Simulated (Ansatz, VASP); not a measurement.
## TiAl in VASP and in Ansatz

```
Ti Al
1.0
     3.36430    0.84107    0.84107
     0.84107    3.36430    0.84107
     0.84107    0.84107    3.36430
Ti Al
1 1
Direct
  0.00000 0.00000 0.00000
  0.50000 0.50000 0.50000
```

Alike in both runs: task single point; functional PBEsol; k mesh 16 × 16 × 16; occupations gaussian, width 0.15 eV; no spin polarisation.

|  | VASP | Ansatz |
| --- | --- | --- |
| version | VASP 6.6.1 | Ansatz 0.2.0 |
| potentials or method | VASP PAW PBE potentials, release 64 (Ti_sv, Al), cutoff 520 eV | scalar-relativistic, plane waves, PAW |
| valence electrons in the cell | 15 | 15 |

|  | VASP | Ansatz | Ansatz less VASP |
| --- | --- | --- | --- |
| gap on the k mesh at the Fermi level (eV) | none | none | - |
| pressure (GPa) | 11.7 | 11.7 | -0.04 |

VASP's potentials were made for PBE, not for PBEsol. A gap of «none» marks a metal or a gap that the smearing closes.
